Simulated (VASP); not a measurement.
# Bi2Se3 (R-3m) in VASP: single point with PBEsol

Aim: the single point of Bi2Se3 with PBEsol.

Program: VASP 6.6.1. These are calculated values, not measurements. Logs are shortened: lines on timing, memory, paths and dates and some standing lists are left out, and cuts for length are marked.

### Step 1. The cell of the first run

Symmetry: R-3m, No. 166, trigonal system. Conventional cell: a = 3.812 Å, b = 3.812 Å, c = 28.636 Å, α = 90.00°, β = 90.00°, γ = 120.00°. Bi (site symmetry 3m) has 6 Se at 2.69 to 2.93 Å within 3.6 Å. Within 3.9 Å of Se (site symmetry -3m) lie 6 Bi at 2.93 Å and 6 Se at 3.81 Å. Within 3.6 Å of Se (site symmetry 3m) lie 3 Bi at 2.69 Å and 3 Se at 3.39 Å.

### Step 2. Single point, PBEsol (strain -0.080 along x and y, +0.000 along z)

INCAR reads:

```
PREC = Accurate
ENCUT = 520
EDIFF = 1E-6
ISMEAR = 0
SIGMA = 0.03
LREAL = F
LASPH = T
NELM = 80
ALGO = Normal
ISIF = 2
LWAVE = F
LCHARG = T
GGA = PS
LELF = T
LVHAR = T
NBANDS = 32
```

KPOINTS reads:

```
Automatic mesh
0
Gamma
  12 12 12
```

POSCAR reads:

```
Bi2Se3
1.0
    1.9057793531      1.1003022225      9.5453300000
   -1.9057793531      1.1003022225      9.5453300000
    0.0000000000     -2.2006044450      9.5453300000
Bi Se
2 3
Direct
    0.4008000000      0.4008000000      0.4008000000
    0.5992000000      0.5992000000      0.5992000000
    0.0000000000      0.0000000000      0.0000000000
    0.2117000000      0.2117000000      0.2117000000
    0.7883000000      0.7883000000      0.7883000000
```

Potentials or basis: VASP PAW PBE potentials, release 64 (Bi_d, Se).

Launch:

```bash
> cat potpaw_PBE.64/Bi_d/POTCAR potpaw_PBE.64/Se/POTCAR > POTCAR
> mpirun -np 1 vasp_std > vasp.out
```

OUTCAR:

```text
PREC = Accurate
   ENCUT = 520
   EDIFF = 1E-6
   ISMEAR = 0
   LREAL = F
   LASPH = T
   NELM = 80
   ISIF = 2
   GGA = PS

 ion  position               nearest neighbor table
   1  0.401  0.401  0.401-   5 2.69   5 2.69   5 2.69   3 2.93   3 2.93   3 2.93
   2  0.599  0.599  0.599-   4 2.69   4 2.69   4 2.69   3 2.93   3 2.93   3 2.93
   3  0.000  0.000  0.000-   2 2.93   1 2.93   2 2.93   2 2.93   1 2.93   1 2.93
   4  0.212  0.212  0.212-   2 2.69   2 2.69   2 2.69
   5  0.788  0.788  0.788-   1 2.69   1 2.69   1 2.69

  LATTYP: Found a trigonal (rhomboedric) cell.
 ALAT       =     9.7957125689
 COS(alpha) =     0.9242987302

  Lattice vectors:

 A1 = (   1.9057793531,   1.1003022225,   9.5453300000)
 A2 = (  -1.9057793531,   1.1003022225,   9.5453300000)
 A3 = (   0.0000000000,  -2.2006044450,   9.5453300000)

Analysis of symmetry for initial positions (statically):
=====================================================================
 Subroutine PRICEL returns:
 Original cell was already a primitive cell.

 Routine SETGRP: Setting up the symmetry group for a
 trigonal (rhombohedral) supercell.

 Subroutine GETGRP returns: Found 12 space group operations
 (whereof 12 operations were pure point group operations)
 out of a pool of 12 trial point group operations.

The static configuration has the point symmetry D_3d.

Analysis of symmetry for dynamics (positions and initial velocities):
=====================================================================
 Subroutine PRICEL returns:
 Original cell was already a primitive cell.

 Routine SETGRP: Setting up the symmetry group for a
 trigonal (rhombohedral) supercell.

 Subroutine GETGRP returns: Found 12 space group operations
 (whereof 12 operations were pure point group operations)
 out of a pool of 12 trial point group operations.

The dynamic configuration has the point symmetry D_3d.

 Subroutine INISYM returns: Found 12 space group operations
 (whereof 12 operations are pure point group operations),
 and found     1 'primitive' translations

----------------------------------------------------------------------------------------

                                     Primitive cell

  volume of cell :     120.0955

  direct lattice vectors                    reciprocal lattice vectors
     1.905779353  1.100302223  9.545330000     0.262359858  0.151473535  0.034921091
    -1.905779353  1.100302223  9.545330000    -0.262359858  0.151473535  0.034921091
     0.000000000 -2.200604445  9.545330000     0.000000000 -0.302947069  0.034921091

  length of vectors
     9.795712569  9.795712569  9.795712569     0.304953126  0.304953126  0.304953126

  position of ions in fractional coordinates (direct lattice)
     0.400800000  0.400800000  0.400800000
     0.599200000  0.599200000  0.599200000
     0.000000000  0.000000000  0.000000000
     0.211700000  0.211700000  0.211700000
     0.788300000  0.788300000  0.788300000

  ion indices of the primitive-cell ions
   primitive index   ion index
                 1           1
                 2           2
                 3           3
                 4           4
                 5           5

----------------------------------------------------------------------------------------

 KPOINTS: Automatic mesh

Automatic generation of k-mesh.
 Grid dimensions read from file:
 generate k-points for:   12   12   12

 Generating k-lattice:

  Cartesian coordinates                     Fractional coordinates (reciprocal lattice)
     0.021863321  0.012622795  0.002910091     0.083333333  0.000000000  0.000000000
    -0.021863321  0.012622795  0.002910091     0.000000000  0.083333333  0.000000000
     0.000000000 -0.025245589  0.002910091     0.000000000  0.000000000  0.083333333

  Length of vectors
     0.025412761  0.025412761  0.025412761

  Shift w.r.t. Gamma in fractional coordinates (k-lattice)
     0.000000000  0.000000000  0.000000000

 Subroutine IBZKPT returns following result:
 ===========================================

 Found    189 irreducible k-points:

 Following reciprocal coordinates:
            Coordinates               Weight
  0.000000  0.000000  0.000000      1.000000
  0.083333  0.000000  0.000000      6.000000
  0.166667  0.000000  0.000000      6.000000
  0.250000  0.000000  0.000000      6.000000
  0.333333  0.000000  0.000000      6.000000
  0.416667  0.000000  0.000000      6.000000
[... 16 lines left out ...]
  0.500000  0.166667  0.000000     12.000000
 -0.416667  0.166667  0.000000     12.000000
 [... further k-points ...]
   k-points           NKPTS =    189   k-points in BZ     NKDIM =    189   number of bands    NBANDS=     32
   number of dos      NEDOS =    301   number of ions     NIONS =      5
   total plane-waves  NPLWV = 512000
   dimension x,y,z NGX =    80 NGY =   80 NGZ =   80
   dimension x,y,z NGXF=   160 NGYF=  160 NGZF=  160
   ions per type =               2   3
   NGX,Y,Z   is equivalent  to a cutoff of  13.58, 13.58, 13.58 a.u.
   NGXF,Y,Z  is equivalent  to a cutoff of  27.15, 27.15, 27.15 a.u.
 SYSTEM =  unknown system
   PREC   = accura    normal or accurate (medium, high low for compatibility)
   ISTART =      0    job   : 0-new  1-cont  2-samecut
   ICHARG =      2    charge: 1-file 2-atom 10-const
   ISPIN  =      1    spin polarized calculation?
   LNONCOLLINEAR =      F non collinear calculations
   LSORBIT =      F    spin-orbit coupling
   LASPH  =      T    aspherical Exc in radial PAW
   ENCUT  =  520.0 eV  38.22 Ry    6.18 a.u.  18.21 18.21 18.21*2*pi/ulx,y,z
   NELM   =     80;   NELMIN=  2; NELMDL= -5     # of ELM steps
   EDIFF  = 0.1E-05   stopping-criterion for ELM
   LREAL  =      F    real-space projection
   EDIFFG = 0.1E-04   stopping-criterion for IOM
   NSW    =      0    number of steps for IOM
   IBRION =     -1    ionic relax: 0-MD 1-quasi-New 2-CG
   NFREE  =      0    steps in history (QN), initial steepest desc. (CG)
   ISIF   =      2    stress and relaxation
   ISYM   =      2    0-nonsym 1-usesym 2-fastsym
   POTIM  = 0.5000    time-step for ionic-motion
   TEBEG  =    0.0;   TEEND  =   0.0 temperature during run
   PSTRESS=    0.0 pullay stress
   NELECT =      48.0000    total number of electrons
   NUPDOWN=      -1.0000    fix difference up-down
   EMIN   =  10.00;   EMAX   =-10.00  energy-range for DOS
   EFERMI =   0.00;   METHOD = LEGACY
   ISMEAR =     0;   SIGMA  =   0.03  broadening in eV -4-tet -1-fermi 0-gaus
   EFERMI_NEDOS =   21; number of points for ismear=-14 and -15
   IALGO  =     38    algorithm
   IMIX   =      4    mixing-type and parameters
     AMIX     =   0.40;   BMIX     =  1.00
     AMIX_MAG =   1.60;   BMIX_MAG =  1.00
  volume/ion in A,a.u.               =      24.02       162.09
  Fermi-wavevector in a.u.,A,eV,Ry     =   1.205905  2.278829 19.785675  1.454206
  Thomas-Fermi vector in A             =   2.341587
   LORBIT       =      0    0 simple, 1 ext, 2 COOP (PROOUT), +10 PAW based schemes
   GGA     = PS    functional components
   LHFCALC =     F    Hartree Fock is set to
   AEXX    =    0.0000 exact exchange contribution
   IVDW    =     0    specifies the selected vdW correction
   LEPSILON=     F    determine dielectric tensor
   LRPA    =     F    only Hartree local field effects (RPA)
 non-spin polarized calculation
 Gauss-broadening in eV      SIGMA  =   0.03
  energy-cutoff  :      520.00
  volume of cell :      120.10
 maximum number of plane-waves:      3265
 NGX is ok and might be reduce to    80
   NGX = 37   NGY = 37   NGZ = 37

 number of electron      47.9999997 magnetization

 Free energy of the ion-electron system (eV)
  ---------------------------------------------------
  ext. energy  EPLUGINS =         0.00000000
  ---------------------------------------------------
  free energy    TOTEN  =       -21.11060782 eV

  energy without entropy =      -21.11060782  energy(sigma->0) =      -21.11060782

 E-fermi :   7.4430     XC(G=0): -10.4540

 val. band max:        7.3111302206   @ k =   0.0000   0.0000   0.0000
 cond. band min:       7.5571343585   @ k =   0.0000   0.0000   0.0000
 fundamental gap:      0.2460041379
 Fermi energy:         7.4430252009

 k-point     1 :       0.0000    0.0000    0.0000
  band No.  band energies     occupation
      1     -16.3579      2.00000
      2     -16.3579      2.00000
      3     -16.3549      2.00000
      4     -16.3549      2.00000
      5     -16.3161      2.00000
      6     -16.3109      2.00000
[... 24 lines left out ...]
     31      12.0927      0.00000
     32      14.0904      0.00000

 k-point     2 :       0.0833    0.0000    0.0000
  band No.  band energies     occupation
      1     -16.3607      2.00000
      2     -16.3573      2.00000
      3     -16.3537      2.00000
      4     -16.3507      2.00000
      5     -16.3134      2.00000
      6     -16.3081      2.00000
[... 24 lines left out ...]
     31      12.2324      0.00000
     32      13.1094      0.00000

 k-point     3 :       0.1667    0.0000    0.0000
  band No.  band energies     occupation
      1     -16.3692      2.00000
      2     -16.3646      2.00000
      3     -16.3427      2.00000
      4     -16.3398      2.00000
      5     -16.3086      2.00000
      6     -16.3019      2.00000
[... 24 lines left out ...]
     31      11.7212      0.00000
     32      12.8435      0.00000

 k-point     4 :       0.2500    0.0000    0.0000
  band No.  band energies     occupation
      1     -16.3827      2.00000
      2     -16.3762      2.00000
      3     -16.3302      2.00000
      4     -16.3271      2.00000
      5     -16.3156      2.00000
      6     -16.3093      2.00000
[... 654 lines left out ...]
     31      11.9213      0.00000
     32      12.8455      0.00000

 k-point    23 :       0.5000    0.1667    0.0000
  band No.  band energies     occupation
      1     -16.3951      2.00000
      2     -16.3871      2.00000
      3     -16.3337      2.00000
      4     -16.3253      2.00000
      5     -16.3201      2.00000
      6     -16.3150      2.00000
[... 24 lines left out ...]
     31      11.8535      0.00000
     32      12.4420      0.00000

 k-point    24 :      -0.4167    0.1667    0.0000
  band No.  band energies     occupation
      1     -16.3977      2.00000
      2     -16.3891      2.00000
      3     -16.3344      2.00000
      4     -16.3248      2.00000
      5     -16.3214      2.00000
      6     -16.3161      2.00000
[... 24 lines left out ...]
     31      11.6119      0.00000
     32      12.5287      0.00000

 [... further k-points ...]
[... 5 lines left out ...]
  --------------------------------------------------------------------------------------
  -------------------------------------------------------------------------------------
  Total       12.0583918     12.0583918      9.2880233     -0.0000000     -0.0000000      0.0000000
  in kB      160.8692989    160.8692989    123.9102047     -0.0000000     -0.0000000      0.0000000
  external PRESSURE =     148.5496008 kB  Pullay stress =       0.0000000 kB

 VOLUME and BASIS-vectors are now :
 -----------------------------------------------------------------------------
  energy-cutoff  :      520.00
  volume of cell :      120.10
      direct lattice vectors                 reciprocal lattice vectors
     1.905779353  1.100302223  9.545330000     0.262359858  0.151473535  0.034921091
    -1.905779353  1.100302223  9.545330000    -0.262359858  0.151473535  0.034921091
     0.000000000 -2.200604445  9.545330000     0.000000000 -0.302947069  0.034921091

 POSITION                                       TOTAL-FORCE (eV/Angst)
 -----------------------------------------------------------------------------------
      0.00000      0.00000     11.47730         0.000000     -0.000000     -0.955817
      0.00000      0.00000     17.15869         0.000000      0.000000      0.955817
      0.00000      0.00000      0.00000         0.000000      0.000000     -0.000000
      0.00000      0.00000      6.06224         0.000000      0.000000     -1.566523
      0.00000      0.00000     22.57375         0.000000     -0.000000      1.566523
 -----------------------------------------------------------------------------------
    total drift:                                0.000000      0.000000     -0.000000

  FREE ENERGIE OF THE ION-ELECTRON SYSTEM (eV)
  ---------------------------------------------------
  free  energy   TOTEN  =       -21.1106078249 eV

  energy  without entropy=      -21.1106078249  energy(sigma->0) =      -21.11060782
```

Run time: 51 min. Hardware: 1 thread of Intel Xeon Platinum 8559C (Emerald Rapids), shared host; peak memory 1.3 GiB.

Results:

- Free energy: -21.1106 eV
- Pressure: 14.9 GPa
- Largest force: 1.567 eV/Å
- Band gap on the k mesh: 0.25 eV

Forces in eV/Å, atoms in the order of the input:
```
Bi   0.000  0.000 -0.956
Bi   0.000  0.000  0.956
Se   0.000  0.000  0.000
Se   0.000  0.000 -1.567
Se   0.000  0.000  1.567
```

Levels at points of the mesh, in eV from the valence-band top:
| k point | band 21 | band 22 | band 23 | band 24 | band 25 | band 26 | band 27 | band 28 |
| --- | --- | --- | --- | --- | --- | --- | --- | --- |
| (0.00, 0.00, 0.00) | -2.38 | -1.64 | -1.64 | 0.00 | 0.25 | 1.35 | 1.35 | 2.08 |
| (0.50, 0.00, 0.00) | -3.94 | -3.39 | -1.93 | -1.04 | 0.33 | 1.55 | 2.26 | 2.48 |
| (0.50, 0.50, 0.00) | -2.82 | -2.74 | -2.33 | -1.94 | 0.35 | 1.28 | 2.33 | 2.72 |
| (0.50, 0.50, 0.50) | -1.78 | -1.78 | -1.53 | -0.75 | 0.53 | 1.65 | 1.65 | 2.25 |

Caveat: the cell differs from its parent crystal (strain -0.080 along x and y, +0.000 along z); the cell stands under pressure; the PAW data sets were made with another functional, which shifts forces and pressure a little; spin-orbit coupling is left out, which moves the levels of the heavy elements.
